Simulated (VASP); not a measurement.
# InP (F-43m) in VASP: density of states with PBE

Aim: the density of states of InP with PBE.

Everything below comes from runs of VASP 6.6.1. Logs are shortened: lines on timing, memory, paths and dates and some standing lists are left out, and cuts for length are marked.

### 1 The cell of the first run

Symmetry: F-43m, No. 216, cubic system. Conventional cell: a = 5.934 Å, b = 5.934 Å, c = 5.934 Å, α = 90.00°, β = 90.00°, γ = 90.00°. Within 3.4 Å of P (site symmetry -43m) lie 4 In at 2.57 Å. In (site symmetry -43m) has 4 P at 2.57 Å within 3.4 Å.

### 2 Density of states, PBE

POSCAR

```
InP
1.0
    0.0000000000      2.9669120000      2.9669120000
    2.9669120000      0.0000000000      2.9669120000
    2.9669120000      2.9669120000      0.0000000000
P In
1 1
Direct
    0.2500000000      0.2500000000      0.2500000000
    0.0000000000      0.0000000000      0.0000000000
```

INCAR.step1

```
SYSTEM = InP
PREC = Accurate ; ENCUT = 520
EDIFF = 1E-6 ; ISMEAR = -1
SIGMA = 0.1 ; LREAL = .False.
LASPH = .True. ; NELM = 80
ALGO = Normal ; ISIF = 2
LWAVE = .False. ; LCHARG = .True.
GGA = PE ; NBANDS = 16
```

KPOINTS.step1

```
regular mesh
0
Gamma
  10 10 10
  0 0 0
```

INCAR.step2

```
SYSTEM = InP
PREC = Accurate ; ENCUT = 520
EDIFF = 1E-6 ; ISMEAR = -5
SIGMA = 0.1 ; LREAL = .False.
LASPH = .True. ; NELM = 80
ALGO = Normal ; ISIF = 2
LWAVE = .False. ; LCHARG = .False.
GGA = PE ; LORBIT = 10
NBANDS = 16 ; NEDOS = 1001
ICHARG = 11
```

KPOINTS.step2

```
regular mesh
0
Gamma
  15 15 15
  0 0 0
```

Potentials or basis: VASP PAW PBE potentials, release 64 (P, In_d).

Run with:

```
cat potpaw_PBE.64/P/POTCAR potpaw_PBE.64/In_d/POTCAR > POTCAR
cp INCAR.step1 INCAR
cp KPOINTS.step1 KPOINTS
mpirun -np 1 vasp_std > vasp.out
cp INCAR.step2 INCAR
cp KPOINTS.step2 KPOINTS
mpirun -np 1 vasp_std > vasp.out
```

OUTCAR:

```text
SYSTEM = InP
   PREC = Accurate
   ENCUT = 520
   EDIFF = 1E-6
   ISMEAR = -5
   LREAL = .False.
   LASPH = .True.
   NELM = 80
   ISIF = 2
   GGA = PE
   LORBIT = 10
   ICHARG = 11

 ion  position               nearest neighbor table
   1  0.250  0.250  0.250-   2 2.57   2 2.57   2 2.57   2 2.57
   2  0.000  0.000  0.000-   1 2.57   1 2.57   1 2.57   1 2.57

  LATTYP: Found a face centered cubic cell.
 ALAT       =     5.9338240000

  Lattice vectors:

 A1 = (   0.0000000000,   2.9669120000,   2.9669120000)
 A2 = (   2.9669120000,   0.0000000000,   2.9669120000)
 A3 = (   2.9669120000,   2.9669120000,   0.0000000000)

Analysis of symmetry for initial positions (statically):
=====================================================================
 Subroutine PRICEL returns:
 Original cell was already a primitive cell.

 Routine SETGRP: Setting up the symmetry group for a
 face centered cubic supercell.

 Subroutine GETGRP returns: Found 24 space group operations
 (whereof 24 operations were pure point group operations)
 out of a pool of 48 trial point group operations.

The static configuration has the point symmetry T_d .

Analysis of symmetry for dynamics (positions and initial velocities):
=====================================================================
 Subroutine PRICEL returns:
 Original cell was already a primitive cell.

 Routine SETGRP: Setting up the symmetry group for a
 face centered cubic supercell.

 Subroutine GETGRP returns: Found 24 space group operations
 (whereof 24 operations were pure point group operations)
 out of a pool of 48 trial point group operations.

The dynamic configuration has the point symmetry T_d .

 Subroutine INISYM returns: Found 24 space group operations
 (whereof 24 operations are pure point group operations),
 and found     1 'primitive' translations

----------------------------------------------------------------------------------------

                                     Primitive cell

  volume of cell :      52.2329

  direct lattice vectors                    reciprocal lattice vectors
     0.000000000  2.966912000  2.966912000    -0.168525389  0.168525389  0.168525389
     2.966912000  0.000000000  2.966912000     0.168525389 -0.168525389  0.168525389
     2.966912000  2.966912000  0.000000000     0.168525389  0.168525389 -0.168525389

  length of vectors
     4.195847189  4.195847189  4.195847189     0.291894537  0.291894537  0.291894537

  position of ions in fractional coordinates (direct lattice)
     0.250000000  0.250000000  0.250000000
[... 83 lines left out ...]
   NSW    =      0    number of steps for IOM
   IBRION =     -1    ionic relax: 0-MD 1-quasi-New 2-CG
   NFREE  =      0    steps in history (QN), initial steepest desc. (CG)
   ISIF   =      2    stress and relaxation
   ISYM   =      2    0-nonsym 1-usesym 2-fastsym
   POTIM  = 0.5000    time-step for ionic-motion
   TEBEG  =    0.0;   TEEND  =   0.0 temperature during run
   PSTRESS=    0.0 pullay stress
   NELECT =      18.0000    total number of electrons
   NUPDOWN=      -1.0000    fix difference up-down
   EMIN   =  10.00;   EMAX   =-10.00  energy-range for DOS
   EFERMI =   0.00;   METHOD = LEGACY
   ISMEAR =    -5;   SIGMA  =   0.10  broadening in eV -4-tet -1-fermi 0-gaus
   EFERMI_NEDOS =   21; number of points for ismear=-14 and -15
   IALGO  =     38    algorithm
   IMIX   =      4    mixing-type and parameters
     AMIX     =   0.40;   BMIX     =  1.00
     AMIX_MAG =   1.60;   BMIX_MAG =  1.00
  volume/ion in A,a.u.               =      26.12       176.24
  Fermi-wavevector in a.u.,A,eV,Ry     =   1.147760  2.168951 17.923669  1.317353
  Thomas-Fermi vector in A             =   2.284438
   LORBIT       =     10    0 simple, 1 ext, 2 COOP (PROOUT), +10 PAW based schemes
   GGA     = PE    functional components
   LHFCALC =     F    Hartree Fock is set to
   AEXX    =    0.0000 exact exchange contribution
   IVDW    =     0    specifies the selected vdW correction
   LEPSILON=     F    determine dielectric tensor
   LRPA    =     F    only Hartree local field effects (RPA)
 non-spin polarized calculation
 Fermi weights with tetrahedron method with Bloechl corrections
  energy-cutoff  :      520.00
  volume of cell :       52.23
 maximum number of plane-waves:      1422

 number of electron      18.0000007 magnetization

 Free energy of the ion-electron system (eV)
  ---------------------------------------------------
  ext. energy  EPLUGINS =         0.00000000
  ---------------------------------------------------
  free energy    TOTEN  =        -8.40720996 eV

  energy without entropy =       -8.40720996  energy(sigma->0) =       -8.40720996

 E-fermi :   4.8092     XC(G=0):  -9.1200

 val. band max:        4.7906838714   @ k =   0.0000   0.0000   0.0000
 cond. band min:       5.3010584107   @ k =   0.0000   0.0000   0.0000
 fundamental gap:      0.5103745393
 Fermi energy:         4.8092403707

 k-point     1 :       0.0000    0.0000    0.0000
  band No.  band energies     occupation
      1      -9.3254      2.00000
      2      -9.3254      2.00000
      3      -9.3254      2.00000
      4      -9.1892      2.00000
      5      -9.1892      2.00000
      6      -6.4789      2.00000
[... 433 lines left out ...]
      3      -9.3029      2.00000
      4      -9.1977      2.00000
      5      -9.1817      2.00000
      6      -6.0571      2.00000
[... 8 lines left out ...]
     15      14.2966      0.00000
     16      15.0736      0.00000

 [... further k-points ...]
[... 5 lines left out ...]
  --------------------------------------------------------------------------------------
  -------------------------------------------------------------------------------------
  Total        0.2527551      0.2527551      0.2527551      0.0000000      0.0000000      0.0000000
  in kB        7.7529416      7.7529416      7.7529416      0.0000000      0.0000000      0.0000000
  external PRESSURE =       7.7529416 kB  Pullay stress =       0.0000000 kB

 VOLUME and BASIS-vectors are now :
 -----------------------------------------------------------------------------
  energy-cutoff  :      520.00
  volume of cell :       52.23
      direct lattice vectors                 reciprocal lattice vectors
     0.000000000  2.966912000  2.966912000    -0.168525389  0.168525389  0.168525389
     2.966912000  0.000000000  2.966912000     0.168525389 -0.168525389  0.168525389
     2.966912000  2.966912000  0.000000000     0.168525389  0.168525389 -0.168525389

 POSITION                                       TOTAL-FORCE (eV/Angst)
 -----------------------------------------------------------------------------------
      1.48346      1.48346      1.48346         0.000000      0.000000      0.000000
      0.00000      0.00000      0.00000        -0.000000     -0.000000     -0.000000
 -----------------------------------------------------------------------------------
    total drift:                               -0.000000     -0.000000     -0.000000

  FREE ENERGIE OF THE ION-ELECTRON SYSTEM (eV)
  ---------------------------------------------------
  free  energy   TOTEN  =        -8.4072099603 eV

  energy  without entropy=       -8.4072099603  energy(sigma->0) =       -8.40720996

 total charge

# of ion       s       p       d       tot
------------------------------------------
    1        1.033   1.475   0.000   2.508
    2        0.826   0.729   9.895  11.451
--------------------------------------------------
tot          1.860   2.204   9.895  13.959
```

OSZICAR.step1:

```text
N       E                     dE             d eps       ncg     rms          rms(c)
DAV:   1     0.112050274533E+03    0.11205E+03   -0.84192E+03  1536   0.123E+03
DAV:   2    -0.125775143073E+01   -0.11331E+03   -0.10821E+03  1712   0.302E+02
DAV:   3    -0.860308137070E+01   -0.73453E+01   -0.73149E+01  1896   0.744E+01
DAV:   4    -0.880355821884E+01   -0.20048E+00   -0.20043E+00  2000   0.133E+01
DAV:   5    -0.881229098727E+01   -0.87328E-02   -0.87326E-02  2168   0.234E+00    0.537E+00
DAV:   6    -0.843036265719E+01    0.38193E+00   -0.61984E-01  2392   0.124E+01    0.322E+00
DAV:   7    -0.840506669985E+01    0.25296E-01   -0.15033E-01  2144   0.294E+00    0.122E+00
DAV:   8    -0.840560905099E+01   -0.54235E-03   -0.14304E-02  1888   0.139E+00    0.287E-01
DAV:   9    -0.840624756908E+01   -0.63852E-03   -0.12876E-03  1904   0.391E-01    0.147E-01
DAV:  10    -0.840639559162E+01   -0.14802E-03   -0.22456E-04  2248   0.179E-01    0.959E-02
DAV:  11    -0.840647347833E+01   -0.77887E-04   -0.11516E-04  1752   0.880E-02    0.402E-02
DAV:  12    -0.840647302027E+01    0.45806E-06   -0.72880E-06  1848   0.276E-02
   1 F= -.84064730E+01 E0= -.84062655E+01  d E =-.415085E-03
```

It took 49 s on 1 thread of Intel Xeon Platinum 8488C (Sapphire Rapids), shared host; peak memory 0.24 GiB.

What came out:

| Property | Result |
| --- | --- |
| Valence electrons inside the program's atomic spheres | P 2.51; In 11.45 |

Caveat: spin-orbit coupling is left out, which moves the levels of the heavy elements.
